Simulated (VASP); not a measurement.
Input of a VASP 6.6.1 run:

Contents of INCAR:

```
ALGO = Normal ; EDIFF = 1E-7
ENCUT = 520 ; GGA = PE
ISIF = 2 ; ISMEAR = 1
LASPH = T ; LCHARG = F
LREAL = F ; LWAVE = F
NBANDS = 13 ; NELM = 100
PREC = Accurate ; SIGMA = 0.1
```

The input KPOINTS:

```
k-points
0
Gamma
  9 9 9
```

The input POSCAR:

```
W
1.0
    0.0000000000      2.0163945564      2.0163945564
    2.0163945564      0.0000000000      2.0163945564
    2.0163945564      2.0163945564      0.0000000000
W
1
Direct
    0.0000000000      0.0000000000      0.0000000000
```

Potentials or basis: VASP PAW PBE potentials, release 64 (W_sv).

Run with:

```sh
$ cat potpaw_PBE.64/W_sv/POTCAR > POTCAR
$ mpirun -np 1 vasp_std > vasp.out
```

**Question.** What does it give for the band gap on the k mesh?

**Answer.** Zero (band 7 reaches 12.99 eV, above the bottom of band 8 at 9.95 eV).

**Question.** Predict the pressure.

**Answer.** 0.6 GPa.

Caveat: spin-orbit coupling is left out, which moves the levels of the heavy elements.
